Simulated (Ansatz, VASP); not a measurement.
# Ag: VASP beside Ansatz

The input INCAR:

```
ALGO = Normal
EDIFF = 1E-7
ENCUT = 520
GGA = PE
ISIF = 2
ISMEAR = -1
LASPH = True
LCHARG = True
LELF = True
LREAL = False
LVHAR = True
LWAVE = False
NBANDS = 18
NELM = 80
PREC = Accurate
SIGMA = 0.05
```

The input KPOINTS:

```
k-points
0
Gamma
  15 15 8
```

POSCAR

```
Ag
1.0
    2.7982190965      0.0000000000      0.0000000000
   -1.3991095483      2.4233288230      0.0000000000
    0.0000000000      0.0000000000      4.6343467518
Ag
2
Direct
    0.3333333333      0.6666666667      0.2500000000
    0.6666666667      0.3333333333      0.7500000000
```

Input for Ansatz:

```yaml
crystal:
  lattice:
    - [2.7982190965, 0.0, 0.0]
    - [-1.3991095483, 2.423328823, 0.0]
    - [0.0, 0.0, 4.6343467518]
  atoms:
    - { symbol: Ag, position: [0.3333333333, 0.6666666667, 0.25] }
    - { symbol: Ag, position: [0.6666666667, 0.3333333333, 0.75] }
kpoints:
  mp_grid: { grid: [15, 15, 8] }
scf:
  occupations: { method: fermi_dirac, width: 0.05 }
hamiltonian:
  xc: pbe
  pseudopotentials: { kind: paw }
output:
  forces: true
  stress: true
  eigenvalues: true
  populations: true
  write_density: true
  write_potential: true
  elf: true
  volumetric_format: npy
```

Change from the starting cell: volume scaled by 0.88, PAW files.

Alike in both runs: task single point; functional PBE; k mesh 15 × 15 × 8; occupations fermi-dirac, width 0.05 eV; no spin polarisation.

```csv
,VASP,Ansatz
version,VASP 6.6.1,Ansatz 0.2.0
potentials or method,"VASP PAW PBE potentials, release 64 (Ag)","PAW with Ansatz's default frozen-core files, scalar-relativistic"
plane-wave cutoff (eV),520,420
valence electrons in the cell,22,38
```

```csv
,VASP,Ansatz,Ansatz less VASP
pressure (GPa),16.5,16.8,+0.30
```

With one functional, cell and mesh, what is left measures potentials, basis and numerics. VASP's potentials hold 22 valence electrons a cell and Ansatz's 38, so a difference there can come from the potentials and not from the codes.
